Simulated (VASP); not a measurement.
Runs of VASP 6.6.1 on Eu. The structure is that of space group Im-3m (No. 229), or close to it. The cells are those of the table. 

```tsv
level	fixed moment (μB)	cell	k mesh	gap on the mesh (eV)	pressure (GPa)	moment (μB)
PBE	-	a = 3.962 Å, angles 109.5°, 1 atom	8 × 8 × 8	none	(c)	(b)
PBEsol	5.2	a = 3.989 Å, angles 109.5°, 1 atom	7 × 7 × 7	-	-1.8	5.20
PBEsol	3.5	a = 3.989 Å, angles 109.5°, 1 atom	7 × 7 × 7	-	-4.6	3.50
PBE	-	a = 4.041 Å, angles 109.5°, 1 atom	8 × 8 × 8	none	-2.3	7.39
PBE	-	a = 3.935 Å, angles 109.5°, 1 atom	8 × 8 × 8	none	-1.4	(d)
PBEsol	10.5	a = 3.989 Å, angles 109.5°, 1 atom	7 × 7 × 7	-	-6.9	10.50
PBEsol	8.8	a = 3.989 Å, angles 109.5°, 1 atom	7 × 7 × 7	-	(a)	8.80
PBEsol	14.0	a = 3.989 Å, angles 109.5°, 1 atom	7 × 7 × 7	-	-5.7	14.00
```

Alike in all rows: task single point; potentials or basis VASP PAW PBE potentials, release 64 (Eu); spin collinear, ferromagnetic start; cutoff (eV) 520; smearing fermi-dirac 0.05 eV.

Problem. Estimate the missing entries.

Solution. (a) -3.1; (b) 7.35; (c) -1.7; (d) 7.32.

Caveats: spin-orbit coupling is left out, which moves the levels of the heavy elements; semilocal functionals describe open f shells poorly, which spoils levels, moments and volumes; the PAW data sets were made with another functional, which shifts forces and pressure a little (at least some runs); the total moment is fixed, so each spin has its own Fermi level (at least some runs); the cell stands under tension (at least some runs).

A k mesh can miss the band edges, and the runs leave out spin-orbit coupling on Eu.

A gap of «none» marks levels without a gap at the run's occupations.
